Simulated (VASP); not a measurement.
# SrRe3 (P6/mmm) in VASP: single point with PBE

Aim: the single point of SrRe3 with PBE.

Program: VASP 6.6.1. These are calculated values, not measurements. Logs are shortened: lines on timing, memory, paths and dates and some standing lists are left out, and cuts for length are marked.

## 1. The cell of the first run

Symmetry: P6/mmm, No. 191, hexagonal system. Conventional cell: a = 5.852 Å, b = 5.852 Å, c = 2.526 Å, α = 90.00°, β = 90.00°, γ = 120.00°. Within 3.3 Å of Sr (site symmetry 6/mmm) lie 2 Sr at 2.53 Å and 6 Re at 2.93 Å. Within 3.3 Å of Re (site symmetry mmm) lie 6 Re at 2.53 to 2.93 Å and 2 Sr at 2.93 Å.

The cell was generated, and may not be a known phase.

## 2. Single point, PBE

INCAR

```
PREC     = Accurate       # precision mode
ENCUT    = 560            # plane-wave cutoff, eV
EDIFF    = 1E-6           # SCF threshold, eV
ISMEAR   = 0              # smearing method
SIGMA    = 0.1            # smearing width, eV
LREAL    = False          # projectors in reciprocal space
LASPH    = True           # aspherical terms in the spheres
NELM     = 120            # most SCF steps
ALGO     = Normal         # electronic algorithm
ISIF     = 2              # what is computed and relaxed
LWAVE    = False          # write WAVECAR
LCHARG   = False          # write CHGCAR
GGA      = PE             # functional
NBANDS   = 36             # bands
GGA_COMPAT= False
```

KPOINTS

```
Automatic mesh
0
Gamma
  6 6 6
```

POSCAR

```
SrRe3
1.0
    5.8519418786      0.0000000000      0.0000000000
   -2.9259709393      5.0679303284      0.0000000000
    0.0000000000      0.0000000000      2.5261804861
Sr Re
1 3
Direct
    0.0000000000      0.0000000000      0.0000000000
    0.4999983927      0.0000000000      0.0000000000
    0.0000000000      0.4999983927      0.0000000000
    0.5000016073      0.5000016073      0.0000000000
```

Potentials or basis: VASP PAW PBE potentials, release 64 (Sr_sv, Re_sv_GW).

Run with:

```bash
$ cat potpaw_PBE.64/Sr_sv/POTCAR potpaw_PBE.64/Re_sv_GW/POTCAR > POTCAR
$ mpirun -np 1 vasp_std > vasp.out
```

OUTCAR:

```text
PREC = Accurate
   ENCUT = 560
   EDIFF = 1E-6
   ISMEAR = 0
   LREAL = False
   LASPH = True
   NELM = 120
   ISIF = 2
   GGA = PE

 ion  position               nearest neighbor table
   1  0.000  0.000  0.000-   2 2.93   3 2.93   4 2.93   2 2.93   3 2.93   4 2.93   2 3.87   2 3.87
                             3 3.87   4 3.87   3 3.87   4 3.87   2 3.87   2 3.87   3 3.87   4 3.87
   2  0.500  0.000  0.000-   1 2.93   4 2.93   3 2.93   4 2.93   3 2.93   1 2.93   1 3.87   1 3.87
                             1 3.87   1 3.87
   3  0.000  0.500  0.000-   1 2.93   4 2.93   4 2.93   2 2.93   2 2.93   1 2.93   1 3.87   1 3.87
                             1 3.87   1 3.87
   4  0.500  0.500  0.000-   1 2.93   3 2.93   3 2.93   2 2.93   2 2.93   1 2.93   1 3.87   1 3.87
                             1 3.87   1 3.87

  LATTYP: Found a hexagonal cell.
 ALAT       =     5.8519418786
 C/A-ratio  =     0.4316824293

  Lattice vectors:

 A1 = (   5.8519418786,   0.0000000000,   0.0000000000)
 A2 = (  -2.9259709393,   5.0679303284,   0.0000000000)
 A3 = (   0.0000000000,   0.0000000000,   2.5261804861)

Analysis of symmetry for initial positions (statically):
=====================================================================
 Subroutine PRICEL returns:
 Original cell was already a primitive cell.

 Routine SETGRP: Setting up the symmetry group for a
 hexagonal supercell.

 Subroutine GETGRP returns: Found 24 space group operations
 (whereof 24 operations were pure point group operations)
 out of a pool of 24 trial point group operations.

The static configuration has the point symmetry D_6h.

Analysis of symmetry for dynamics (positions and initial velocities):
=====================================================================
 Subroutine PRICEL returns:
 Original cell was already a primitive cell.

 Routine SETGRP: Setting up the symmetry group for a
 hexagonal supercell.

 Subroutine GETGRP returns: Found 24 space group operations
 (whereof 24 operations were pure point group operations)
 out of a pool of 24 trial point group operations.

The dynamic configuration has the point symmetry D_6h.

 Subroutine INISYM returns: Found 24 space group operations
 (whereof 24 operations are pure point group operations),
 and found     1 'primitive' translations

----------------------------------------------------------------------------------------

                                     Primitive cell

  volume of cell :      74.9195

  direct lattice vectors                    reciprocal lattice vectors
     5.851941879  0.000000000  0.000000000     0.170883447  0.098659604  0.000000000
    -2.925970939  5.067930328  0.000000000     0.000000000  0.197319208  0.000000000
     0.000000000  0.000000000  2.526180486     0.000000000  0.000000000  0.395854534

  length of vectors
     5.851941879  5.851941879  2.526180486     0.197319208  0.197319208  0.395854534

  position of ions in fractional coordinates (direct lattice)
     0.000000000  0.000000000  0.000000000
     0.499998393  0.000000000  0.000000000
     0.000000000  0.499998393  0.000000000
     0.500001607  0.500001607  0.000000000

  ion indices of the primitive-cell ions
   primitive index   ion index
                 1           1
                 2           2
                 3           3
                 4           4

----------------------------------------------------------------------------------------

 KPOINTS: Automatic mesh

Automatic generation of k-mesh.
 Grid dimensions read from file:
 generate k-points for:    6    6    6

 Generating k-lattice:

  Cartesian coordinates                     Fractional coordinates (reciprocal lattice)
     0.028480575  0.016443267  0.000000000     0.166666667  0.000000000  0.000000000
     0.000000000  0.032886535  0.000000000     0.000000000  0.166666667  0.000000000
     0.000000000  0.000000000  0.065975756     0.000000000  0.000000000  0.166666667

  Length of vectors
     0.032886535  0.032886535  0.065975756

  Shift w.r.t. Gamma in fractional coordinates (k-lattice)
     0.000000000  0.000000000  0.000000000

 Subroutine IBZKPT returns following result:
 ===========================================

 Found     28 irreducible k-points:

 Following reciprocal coordinates:
            Coordinates               Weight
  0.000000  0.000000  0.000000      1.000000
  0.166667  0.000000  0.000000      6.000000
  0.333333  0.000000  0.000000      6.000000
  0.500000  0.000000  0.000000      3.000000
  0.166667  0.166667  0.000000      6.000000
  0.333333  0.166667  0.000000     12.000000
[... 16 lines left out ...]
  0.166667  0.000000  0.500000      6.000000
  0.333333  0.000000  0.500000      6.000000
 [... further k-points ...]
   k-points           NKPTS =     28   k-points in BZ     NKDIM =     28   number of bands    NBANDS=     36
   number of dos      NEDOS =    301   number of ions     NIONS =      4
   total plane-waves  NPLWV =  46080
   dimension x,y,z NGX =    48 NGY =   48 NGZ =   20
   dimension x,y,z NGXF=    96 NGYF=   96 NGZF=   40
   ions per type =               1   3
   NGX,Y,Z   is equivalent  to a cutoff of  13.64, 13.64, 13.16 a.u.
   NGXF,Y,Z  is equivalent  to a cutoff of  27.27, 27.27, 26.32 a.u.
 SYSTEM =  unknown system
   PREC   = accura    normal or accurate (medium, high low for compatibility)
   ISTART =      0    job   : 0-new  1-cont  2-samecut
   ICHARG =      2    charge: 1-file 2-atom 10-const
   ISPIN  =      1    spin polarized calculation?
   LNONCOLLINEAR =      F non collinear calculations
   LSORBIT =      F    spin-orbit coupling
   LASPH  =      T    aspherical Exc in radial PAW
   ENCUT  =  560.0 eV  41.16 Ry    6.42 a.u.  11.29 11.29  4.87*2*pi/ulx,y,z
   NELM   =    120;   NELMIN=  2; NELMDL= -5     # of ELM steps
   EDIFF  = 0.1E-05   stopping-criterion for ELM
   LREAL  =      F    real-space projection
[... 7 lines left out ...]
   TEBEG  =    0.0;   TEEND  =   0.0 temperature during run
   PSTRESS=    0.0 pullay stress
   NELECT =      55.0000    total number of electrons
   NUPDOWN=      -1.0000    fix difference up-down
   EMIN   =  10.00;   EMAX   =-10.00  energy-range for DOS
   EFERMI =   0.00;   METHOD = LEGACY
   ISMEAR =     0;   SIGMA  =   0.10  broadening in eV -4-tet -1-fermi 0-gaus
   EFERMI_NEDOS =   21; number of points for ismear=-14 and -15
   IALGO  =     38    algorithm
   IMIX   =      4    mixing-type and parameters
     AMIX     =   0.40;   BMIX     =  1.00
     AMIX_MAG =   1.60;   BMIX_MAG =  1.00
  volume/ion in A,a.u.               =      18.73       126.40
  Fermi-wavevector in a.u.,A,eV,Ry     =   1.476831  2.790805 29.674701  2.181029
  Thomas-Fermi vector in A             =   2.591309
   LORBIT       =      0    0 simple, 1 ext, 2 COOP (PROOUT), +10 PAW based schemes
   GGA     = PE    functional components
   LHFCALC =     F    Hartree Fock is set to
   AEXX    =    0.0000 exact exchange contribution
   IVDW    =     0    specifies the selected vdW correction
   LEPSILON=     F    determine dielectric tensor
   LRPA    =     F    only Hartree local field effects (RPA)
 non-spin polarized calculation
 Gauss-broadening in eV      SIGMA  =   0.10
  energy-cutoff  :      560.00
  volume of cell :       74.92
 maximum number of plane-waves:      2284
 NGX is ok and might be reduce to    48
   NGX = 23   NGY = 23   NGZ =  9

 number of electron      54.9999999 magnetization

 Free energy of the ion-electron system (eV)
  ---------------------------------------------------
  ext. energy  EPLUGINS =         0.00000000
  ---------------------------------------------------
  free energy    TOTEN  =       -37.34795358 eV

  energy without entropy =      -37.32390000  energy(sigma->0) =      -37.33592679

 E-fermi :   8.9657     XC(G=0): -12.4005

 val. band max:        8.9652300453   @ k =   0.3333   0.1667   0.5000
 cond. band min:       8.9721649756   @ k =   0.3333   0.0000   0.0000
 fundamental gap:      0.0069349302
 Fermi energy:         8.9657157294

 k-point     1 :       0.0000    0.0000    0.0000
  band No.  band energies     occupation
      1     -71.1880      2.00000
      2     -71.1628      2.00000
      3     -71.1628      2.00000
      4     -33.2118      2.00000
      5     -33.0401      2.00000
      6     -33.0401      2.00000
[... 28 lines left out ...]
     35      12.1181      0.00000
     36      12.1181      0.00000

 k-point     2 :       0.1667    0.0000    0.0000
  band No.  band energies     occupation
      1     -71.1864      2.00000
      2     -71.1640      2.00000
      3     -71.1625      2.00000
      4     -33.1892      2.00000
      5     -33.0367      2.00000
      6     -33.0232      2.00000
[... 28 lines left out ...]
     35      12.0961      0.00000
     36      12.2907      0.00000

 k-point     3 :       0.3333    0.0000    0.0000
  band No.  band energies     occupation
      1     -71.1826      2.00000
      2     -71.1679      2.00000
      3     -71.1625      2.00000
      4     -33.1392      2.00000
      5     -33.0161      2.00000
      6     -32.9778      2.00000
[... 28 lines left out ...]
     35      12.0691      0.00000
     36      12.5963      0.00000
[... 742 lines left out ...]
 k-point    23 :       0.1667    0.0000    0.5000
  band No.  band energies     occupation
      1     -71.0736      2.00000
      2     -71.0523      2.00000
      3     -71.0509      2.00000
      4     -33.8355      2.00000
      5     -33.7812      2.00000
      6     -33.7775      2.00000
[... 28 lines left out ...]
     35      14.2356      0.00000
     36      14.6214      0.00000

 k-point    24 :       0.3333    0.0000    0.5000
  band No.  band energies     occupation
      1     -71.0699      2.00000
      2     -71.0560      2.00000
      3     -71.0509      2.00000
      4     -33.8262      2.00000
      5     -33.7907      2.00000
      6     -33.7774      2.00000
[... 28 lines left out ...]
     35      13.6114      0.00000
     36      14.2934      0.00000

 [... further k-points ...]

------------------------ aborting loop because EDIFF is reached ----------------------------------------

  FORCE on cell =-STRESS in cart. coord.  units (eV):
  Direction    XX          YY          ZZ          XY          YZ          ZX
  --------------------------------------------------------------------------------------
  -------------------------------------------------------------------------------------
  Total       -0.1512123     -0.1512123     -0.1262882      0.0000000     -0.0000000      0.0000000
  in kB       -3.2337230     -3.2337230     -2.7007127      0.0000000     -0.0000000      0.0000000
  external PRESSURE =      -3.0560529 kB  Pullay stress =       0.0000000 kB

 VOLUME and BASIS-vectors are now :
 -----------------------------------------------------------------------------
  energy-cutoff  :      560.00
  volume of cell :       74.92
      direct lattice vectors                 reciprocal lattice vectors
     5.851941879  0.000000000  0.000000000     0.170883447  0.098659604  0.000000000
    -2.925970939  5.067930328  0.000000000     0.000000000  0.197319208  0.000000000
     0.000000000  0.000000000  2.526180486     0.000000000  0.000000000  0.395854534

 POSITION                                       TOTAL-FORCE (eV/Angst)
 -----------------------------------------------------------------------------------
      0.00000      0.00000      0.00000         0.000000      0.000000      0.000000
      2.92596      0.00000      0.00000        -0.000000      0.000000      0.000000
     -1.46298      2.53396      0.00000         0.000000      0.000000      0.000000
      1.46299      2.53397      0.00000         0.000000      0.000000      0.000000
 -----------------------------------------------------------------------------------
    total drift:                                0.000000      0.000000     -0.000000

  FREE ENERGIE OF THE ION-ELECTRON SYSTEM (eV)
  ---------------------------------------------------
  free  energy   TOTEN  =       -37.3479535788 eV

  energy  without entropy=      -37.3239000027  energy(sigma->0) =      -37.33592679
```

Run time: 79 s. Hardware: 1 thread of AMD EPYC 7R13 (Zen 3), shared host; peak memory 0.22 GiB.

What came out:

```yaml
Free_energy: -37.3480 eV
Pressure: -0.3 GPa
Band_gap_on_the_k_mesh: zero (an odd number of electrons rules out a gap without spin polarisation)
```

Levels at points of the mesh, in eV from the Fermi level:
| k point | band 24 | band 25 | band 26 | band 27 | band 28 | band 29 | band 30 | band 31 |
| --- | --- | --- | --- | --- | --- | --- | --- | --- |
| (0.00, 0.00, 0.00) | -0.76 | -0.76 | -0.64 | 1.23 | 1.47 | 1.47 | 1.69 | 1.69 |
| (0.50, 0.00, 0.00) | -2.51 | -2.00 | -1.63 | -0.59 | 0.25 | 1.58 | 1.73 | 2.14 |
| (0.00, 0.00, 0.50) | -1.88 | -1.26 | -1.26 | 0.13 | 0.36 | 0.36 | 2.59 | 2.59 |
| (0.50, 0.00, 0.50) | -1.33 | -1.30 | -0.72 | -0.57 | -0.44 | -0.07 | -0.04 | 1.14 |

Caveat: the k points lie up to 0.41 Å⁻¹ apart, too coarse for converged energies and pressures of a metal; spin-orbit coupling is left out, which moves the levels of the heavy elements.
